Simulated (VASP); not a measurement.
# AlNi3 (R-3m) in VASP: a series of runs, part 2 of 2

VASP 6.6.1.

**4. Single point, PBEsol (10.43 Å³/atom)**

INCAR reads:

```
SYSTEM = AlNi3
PREC = Accurate ; ENCUT = 520
EDIFF = 1E-6 ; ISMEAR = 0
SIGMA = 0.15 ; LREAL = .False.
LASPH = .True. ; NELM = 60
ALGO = Fast ; ISIF = 2
LWAVE = .False. ; LCHARG = .True.
GGA = PS ; LELF = .True.
LVHAR = .True. ; NBANDS = 24
```

KPOINTS reads:

```
regular mesh
0
Gamma
  14 14 14
  0 0 0
```

POSCAR reads:

```
AlNi3
1.0
   -0.1319939748      2.6883901019      2.6883901019
    2.6883901019     -0.1319939748      2.6883901019
    2.6883901019      2.6883901019     -0.1319939748
Al Ni
1 3
Direct
    0.5000000000      0.5000000000      0.5000000000
    0.2500000000      0.2500000000      0.2500000000
    0.0000000000      0.0000000000      0.0000000000
    0.7500000000      0.7500000000      0.7500000000
```

Potentials or basis: VASP PAW PBE potentials, release 64 (Al, Ni).

Started as:

```console
cat potpaw_PBE.64/Al/POTCAR potpaw_PBE.64/Ni/POTCAR > POTCAR
mpirun -np 1 vasp_std > vasp.out
```

OUTCAR:

```text
SYSTEM = AlNi3
   PREC = Accurate
   ENCUT = 520
   EDIFF = 1E-6
   ISMEAR = 0
   LREAL = .False.
   LASPH = .True.
   NELM = 60
   ISIF = 2
   GGA = PS

 ion  position               nearest neighbor table
   1  0.500  0.500  0.500-   2 2.27   4 2.27   2 2.42   4 2.42   2 2.42   2 2.42   4 2.42   4 2.42
                             3 2.76   3 2.76   3 2.76   3 2.76   3 2.76   3 2.76
   2  0.250  0.250  0.250-   1 2.27   3 2.27   3 2.42   1 2.42   3 2.42   3 2.42   1 2.42   1 2.42
                             4 2.76   4 2.76   4 2.76   4 2.76   4 2.76   4 2.76
   3  0.000  0.000  0.000-   2 2.27   4 2.27   4 2.42   2 2.42   4 2.42   4 2.42   2 2.42   2 2.42
                             1 2.76   1 2.76   1 2.76   1 2.76   1 2.76   1 2.76
   4  0.750  0.750  0.750-   1 2.27   3 2.27   1 2.42   3 2.42   1 2.42   1 2.42   3 2.42   3 2.42
                             2 2.76   2 2.76   2 2.76   2 2.76   2 2.76   2 2.76

  LATTYP: Found a trigonal (rhomboedric) cell.
 ALAT       =     3.8042482949
 COS(alpha) =     0.4503594078

  Lattice vectors:

 A1 = (  -0.1319939748,   2.6883901019,   2.6883901019)
 A2 = (   2.6883901019,  -0.1319939748,   2.6883901019)
 A3 = (   2.6883901019,   2.6883901019,  -0.1319939748)

Analysis of symmetry for initial positions (statically):
=====================================================================
 Subroutine PRICEL returns:
 Original cell was already a primitive cell.

 Routine SETGRP: Setting up the symmetry group for a
 trigonal (rhombohedral) supercell.

 Subroutine GETGRP returns: Found 12 space group operations
 (whereof 12 operations were pure point group operations)
 out of a pool of 12 trial point group operations.

The static configuration has the point symmetry D_3d.

Analysis of symmetry for dynamics (positions and initial velocities):
=====================================================================
 Subroutine PRICEL returns:
 Original cell was already a primitive cell.

 Routine SETGRP: Setting up the symmetry group for a
 trigonal (rhombohedral) supercell.

[... 130 lines left out ...]
  Fermi-wavevector in a.u.,A,eV,Ry     =   1.514019  2.861081 31.188010  2.292254
  Thomas-Fermi vector in A             =   2.623733
   LORBIT       =      0    0 simple, 1 ext, 2 COOP (PROOUT), +10 PAW based schemes
   GGA     = PS    functional components
   LHFCALC =     F    Hartree Fock is set to
   AEXX    =    0.0000 exact exchange contribution
   IVDW    =     0    specifies the selected vdW correction
   LEPSILON=     F    determine dielectric tensor
   LRPA    =     F    only Hartree local field effects (RPA)
 non-spin polarized calculation
 RMM-DIIS sequential band-by-band and
 Gauss-broadening in eV      SIGMA  =   0.15
  energy-cutoff  :      520.00
  volume of cell :       41.72
 maximum number of plane-waves:      1148
   NGX = 15   NGY = 15   NGZ = 15

 number of electron      32.9999995 magnetization

 Free energy of the ion-electron system (eV)
  ---------------------------------------------------
  ext. energy  EPLUGINS =         0.00000000
  ---------------------------------------------------
  free energy    TOTEN  =       -23.83454999 eV

  energy without entropy =      -23.80631685  energy(sigma->0) =      -23.82043342

 E-fermi :  10.5746     XC(G=0): -13.2514

 val. band max:       10.5729283617   @ k =  -0.4286  -0.4286   0.1429
 cond. band min:      10.5752323656   @ k =  -0.4286   0.4286   0.0000
 fundamental gap:      0.0023040039
 Fermi energy:        10.5746472779

 k-point     1 :       0.0000    0.0000    0.0000
  band No.  band energies     occupation
      1      -0.0224      2.00000
      2       6.6473      2.00000
      3       6.6473      2.00000
      4       6.7690      2.00000
      5       6.7690      2.00000
      6       6.9429      2.00000
[... 637 lines left out ...]
     23      18.6755      0.00000
     24      20.6197      0.00000

 [... further k-points ...]

------------------------ aborting loop because EDIFF is reached ----------------------------------------

  FORCE on cell =-STRESS in cart. coord.  units (eV):
  Direction    XX          YY          ZZ          XY          YZ          ZX
  --------------------------------------------------------------------------------------
  -------------------------------------------------------------------------------------
  Total        3.2793614      3.2793614      3.2793614      2.5749791      2.5749791      2.5749791
  in kB      125.9376433    125.9376433    125.9376433     98.8871786     98.8871786     98.8871786
  external PRESSURE =     125.9376433 kB  Pullay stress =       0.0000000 kB

 VOLUME and BASIS-vectors are now :
 -----------------------------------------------------------------------------
  energy-cutoff  :      520.00
  volume of cell :       41.72
      direct lattice vectors                 reciprocal lattice vectors
    -0.131993975  2.688390102  2.688390102    -0.172819246  0.181742393  0.181742393
     2.688390102 -0.131993975  2.688390102     0.181742393 -0.172819246  0.181742393
     2.688390102  2.688390102 -0.131993975     0.181742393  0.181742393 -0.172819246

 POSITION                                       TOTAL-FORCE (eV/Angst)
 -----------------------------------------------------------------------------------
      2.62239      2.62239      2.62239         0.000000      0.000000      0.000000
      1.31120      1.31120      1.31120         0.073188      0.073188      0.073188
      0.00000      0.00000      0.00000         0.000000      0.000000     -0.000000
      3.93359      3.93359      3.93359        -0.073188     -0.073188     -0.073188
 -----------------------------------------------------------------------------------
    total drift:                                0.000000     -0.000000      0.000000

  FREE ENERGIE OF THE ION-ELECTRON SYSTEM (eV)
  ---------------------------------------------------
  free  energy   TOTEN  =       -23.8345499890 eV

  energy  without entropy=      -23.8063168481  energy(sigma->0) =      -23.82043342
```

OSZICAR:

```text
N       E                     dE             d eps       ncg     rms          rms(c)
DAV:   1     0.186592588593E+03    0.18659E+03   -0.14272E+04 14072   0.179E+03
DAV:   2    -0.187768317079E+02   -0.20537E+03   -0.19337E+03 13864   0.324E+02
DAV:   3    -0.277109368437E+02   -0.89341E+01   -0.85600E+01 16568   0.927E+01
DAV:   4    -0.278472683614E+02   -0.13633E+00   -0.13625E+00 16936   0.100E+01
DAV:   5    -0.278516662890E+02   -0.43979E-02   -0.43978E-02 17416   0.166E+00    0.203E+01
RMM:   6    -0.270670745099E+02    0.78459E+00   -0.37681E+01 15151   0.725E+01    0.166E+01
RMM:   7    -0.240361160440E+02    0.30310E+01   -0.10128E+01 14131   0.401E+01    0.615E+00
RMM:   8    -0.241990013788E+02   -0.16289E+00   -0.71456E-01 14997   0.941E+00    0.689E+00
RMM:   9    -0.238510702850E+02    0.34793E+00   -0.25376E-01 15077   0.587E+00    0.885E-01
RMM:  10    -0.238355089553E+02    0.15561E-01   -0.32995E-02 14920   0.159E+00    0.427E-01
RMM:  11    -0.238343586838E+02    0.11503E-02   -0.90134E-03 17036   0.901E-01    0.181E-01
RMM:  12    -0.238346183836E+02   -0.25970E-03   -0.23985E-03 16063   0.523E-01    0.131E-01
RMM:  13    -0.238345174573E+02    0.10093E-03   -0.10301E-03 17205   0.296E-01    0.345E-02
RMM:  14    -0.238345463287E+02   -0.28871E-04   -0.33876E-04 18500   0.125E-01    0.174E-02
RMM:  15    -0.238345497748E+02   -0.34461E-05   -0.55902E-05 19224   0.443E-02    0.710E-03
RMM:  16    -0.238345499890E+02   -0.21420E-06   -0.50391E-06 11956   0.170E-02
   1 F= -.23834550E+02 E0= -.23820433E+02  d E =-.282331E-01
```

It took 3.9 min on 1 thread of AMD EPYC 9R45 (Zen 5), shared host; peak memory 0.32 GiB.

What came out:

| Quantity | Value |
| --- | --- |
| Free energy | -23.8345 eV |
| Pressure | 12.6 GPa |
| Largest force | 0.127 eV/Å |
| Band gap on the k mesh | zero (an odd number of electrons rules out a gap without spin polarisation) |

Forces on the atoms (eV/Å):
```
Al   0.000  0.000  0.000
Ni   0.073  0.073  0.073
Ni   0.000  0.000  0.000
Ni  -0.073 -0.073 -0.073
```

Levels at points of the mesh, in eV from the Fermi level:
| k point | band 13 | band 14 | band 15 | band 16 | band 17 | band 18 | band 19 | band 20 |
| --- | --- | --- | --- | --- | --- | --- | --- | --- |
| (0.00, 0.00, 0.00) | -0.62 | -0.62 | -0.52 | -0.52 | 5.28 | 5.28 | 5.94 | 6.02 |
| (0.50, 0.00, 0.00) | -0.75 | -0.59 | -0.57 | -0.48 | -0.16 | 4.51 | 4.59 | 5.10 |
| (0.50, 0.50, 0.00) | -0.91 | -0.81 | -0.64 | -0.46 | -0.41 | -0.28 | -0.03 | 4.25 |
| (0.50, 0.50, 0.50) | -0.83 | -0.83 | -0.46 | -0.46 | -0.14 | 4.03 | 4.03 | 4.67 |

Caveat: the cell stands under pressure; the PAW data sets were made with another functional, which shifts forces and pressure a little.

**5. Single point, PBEsol (10.43 Å³/atom)**

INCAR reads:

```
  ALGO = Fast
  EDIFF = 1E-6
  ENCUT = 520
  GGA = PS
  ISIF = 2
  ISMEAR = 0
  LASPH = T
  LCHARG = F
  LREAL = F
  LWAVE = F
  NBANDS = 24
  NELM = 100
  PREC = Accurate
  SIGMA = 0.15
```

KPOINTS reads:

```
k-points
0
Gamma
  14 14 14
```

POSCAR reads:

```
AlNi3
1.0
    0.2739527054      2.8963461837      2.8963461837
    2.8963461837      0.2739527054      2.8963461837
    2.8963461837      2.8963461837      0.2739527054
Al Ni
1 3
Direct
    0.5000000000      0.5000000000      0.5000000000
    0.2500000000      0.2500000000      0.2500000000
    0.0000000000      0.0000000000      0.0000000000
    0.7500000000      0.7500000000      0.7500000000
```

Potentials or basis: VASP PAW PBE potentials, release 64 (Al, Ni).

Started as:

```console
cat potpaw_PBE.64/Al/POTCAR potpaw_PBE.64/Ni/POTCAR > POTCAR
mpirun -np 1 vasp_std > vasp.out
```

OUTCAR:

```text
EDIFF = 1E-6
   ENCUT = 520
   GGA = PS
   ISIF = 2
   ISMEAR = 0
   LASPH = T
   LREAL = F
   NELM = 100
   PREC = Accurate

 ion  position               nearest neighbor table
   1  0.500  0.500  0.500-   2 2.31   2 2.31   2 2.31   4 2.31   4 2.31   4 2.31   4 2.63   2 2.63
                             3 2.77   3 2.77   3 2.77   3 2.77   3 2.77   3 2.77
   2  0.250  0.250  0.250-   3 2.31   3 2.31   3 2.31   1 2.31   1 2.31   1 2.31   3 2.63   1 2.63
                             4 2.77   4 2.77   4 2.77   4 2.77   4 2.77   4 2.77
[... 854 lines left out ...]
  Direction    XX          YY          ZZ          XY          YZ          ZX
  --------------------------------------------------------------------------------------
  -------------------------------------------------------------------------------------
  Total        4.1024454      4.1024454      4.1024454     -3.3420082     -3.3420082     -3.3420082
  in kB      157.5466213    157.5466213    157.5466213   -128.3434765   -128.3434765   -128.3434765
  external PRESSURE =     157.5466213 kB  Pullay stress =       0.0000000 kB

 VOLUME and BASIS-vectors are now :
 -----------------------------------------------------------------------------
  energy-cutoff  :      520.00
  volume of cell :       41.72
      direct lattice vectors                 reciprocal lattice vectors
     0.273952705  2.896346184  2.896346184    -0.199275435  0.182055593  0.182055593
     2.896346184  0.273952705  2.896346184     0.182055593 -0.199275435  0.182055593
     2.896346184  2.896346184  0.273952705     0.182055593  0.182055593 -0.199275435

 POSITION                                       TOTAL-FORCE (eV/Angst)
 -----------------------------------------------------------------------------------
      3.03332      3.03332      3.03332         0.000000     -0.000000      0.000000
      1.51666      1.51666      1.51666        -0.076448     -0.076448     -0.076448
      0.00000      0.00000      0.00000         0.000000     -0.000000      0.000000
      4.54998      4.54998      4.54998         0.076448      0.076448      0.076448
 -----------------------------------------------------------------------------------
    total drift:                                0.000000     -0.000000      0.000000

  FREE ENERGIE OF THE ION-ELECTRON SYSTEM (eV)
  ---------------------------------------------------
  free  energy   TOTEN  =       -23.4717206797 eV

  energy  without entropy=      -23.4438835977  energy(sigma->0) =      -23.45780214
```

OSZICAR:

```text
N       E                     dE             d eps       ncg     rms          rms(c)
DAV:   1     0.186473838030E+03    0.18647E+03   -0.14239E+04 14096   0.179E+03
DAV:   2    -0.182542920075E+02   -0.20473E+03   -0.19252E+03 13880   0.322E+02
DAV:   3    -0.272391832915E+02   -0.89849E+01   -0.85911E+01 16568   0.929E+01
DAV:   4    -0.273757816874E+02   -0.13660E+00   -0.13652E+00 16904   0.101E+01
DAV:   5    -0.273802117703E+02   -0.44301E-02   -0.44300E-02 17440   0.166E+00    0.202E+01
RMM:   6    -0.267270809783E+02    0.65313E+00   -0.37125E+01 15190   0.719E+01    0.167E+01
RMM:   7    -0.237418108955E+02    0.29853E+01   -0.99488E+00 14103   0.397E+01    0.738E+00
RMM:   8    -0.238396286349E+02   -0.97818E-01   -0.85108E-01 14929   0.104E+01    0.694E+00
RMM:   9    -0.234894171485E+02    0.35021E+00   -0.25337E-01 15165   0.592E+00    0.959E-01
RMM:  10    -0.234727811993E+02    0.16636E-01   -0.32041E-02 15092   0.164E+00    0.436E-01
RMM:  11    -0.234715206309E+02    0.12606E-02   -0.92927E-03 16972   0.901E-01    0.182E-01
RMM:  12    -0.234717901446E+02   -0.26951E-03   -0.26794E-03 16231   0.566E-01    0.134E-01
RMM:  13    -0.234716826856E+02    0.10746E-03   -0.10881E-03 17263   0.303E-01    0.312E-02
RMM:  14    -0.234717151503E+02   -0.32465E-04   -0.36633E-04 18819   0.132E-01    0.119E-02
RMM:  15    -0.234717204378E+02   -0.52875E-05   -0.59600E-05 19100   0.469E-02    0.700E-03
RMM:  16    -0.234717206797E+02   -0.24195E-06   -0.65225E-06 13232   0.187E-02
   1 F= -.23471721E+02 E0= -.23457802E+02  d E =-.278371E-01
```

Run time: 4.4 min. Hardware: 1 thread of AMD EPYC 9R45 (Zen 5), shared host; peak memory 0.33 GiB.

What came out:

| Property | Result |
| --- | --- |
| Free energy | -23.4717 eV |
| Pressure | 15.8 GPa |
| Largest force | 0.132 eV/Å |
| Band gap on the k mesh | zero (an odd number of electrons rules out a gap without spin polarisation) |

Forces on the atoms (eV/Å):
```
Al   0.000  0.000  0.000
Ni  -0.076 -0.076 -0.076
Ni   0.000  0.000  0.000
Ni   0.076  0.076  0.076
```

Stress tensor (GPa, compression positive):
```
 15.75 -12.83 -12.83
-12.83  15.75 -12.83
-12.83 -12.83  15.75
```

Caveat: the cell stands under pressure; the PAW data sets were made with another functional, which shifts forces and pressure a little. Spin polarisation is off, so any magnetic state and its effect on volume and gap are missing.

**6. Summary**

```csv
cell,further INCAR settings,gap on the mesh (eV),pressure (GPa),largest force (eV/Å)
"a = 3.993 Å, angles 56.8°, 4 atoms",ALGO = Fast; EDIFF = 1e-06; NBANDS = 24,none,12.4,0.09
"a = 3.727 Å, angles 66.5°, 4 atoms",ALGO = Fast; EDIFF = 1e-07; NBANDS = 24,none,17.5,0.29
"a = 3.804 Å, angles 63.2°, 4 atoms",ALGO = Fast; EDIFF = 1e-06; NBANDS = 24,none,12.6,0.13
"a = 4.105 Å, angles 53.7°, 4 atoms",ALGO = Fast; EDIFF = 1e-06; NBANDS = 24,none,15.8,0.13
```

Alike in all rows: task single point; level PBEsol; potentials or basis VASP PAW PBE potentials, release 64 (Al, Ni); no spin polarisation; k mesh 14 × 14 × 14; cutoff (eV) 520; smearing gaussian 0.15 eV.

Caveats: the cell stands under pressure; the PAW data sets were made with another functional, which shifts forces and pressure a little.

Absolute energies hang on the potentials; compare differences alone.
